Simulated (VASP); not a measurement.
CuAu, 2 atoms in the cell. Symmetry: P4/mmm, No. 123, tetragonal system. The conventional cell has a = 2.800 Å, b = 2.800 Å, c = 3.670 Å, α = 90.00°, β = 90.00°, γ = 90.00°. Cu (site symmetry 4/mmm) has 8 Au at 2.70 Å and 4 Cu at 2.80 Å within 3.6 Å. Au (site symmetry 4/mmm) has 8 Cu at 2.70 Å and 4 Au at 2.80 Å within 3.6 Å. 

* Program: VASP 6.6.1
* Task: single point
* Functional: PBE
* Potentials or basis: VASP PAW PBE potentials, release 64 (Cu, Au)
* Cutoff: 520 eV
* k mesh: 6 × 6 × 5
* Occupations: fermi-dirac, width 0.05 eV
* Spin: no spin polarisation
* Dipole correction: no
* Further INCAR settings: ALGO = Normal; EDIFF = 1e-06; NBANDS = 18

Potentials or basis: VASP PAW PBE potentials, release 64 (Cu, Au).

The run is started by

```console
$ cat potpaw_PBE.64/Cu/POTCAR potpaw_PBE.64/Au/POTCAR > POTCAR
$ mpirun -np 1 vasp_std > vasp.out
```

Hardware: 1 thread of Intel(R) Xeon(R) Platinum 8259CL CPU @ 2.50GHz (Skylake/Cascade Lake), with other jobs on the host.

Problem. How long does it take, and how much memory?

Solution. Run time: 15 s on 1 thread of Intel(R) Xeon(R) Platinum 8259CL CPU @ 2.50GHz (Skylake/Cascade Lake), on a shared host, peak memory 0.15 GiB. Counts: scf iterations 13, k points 30.
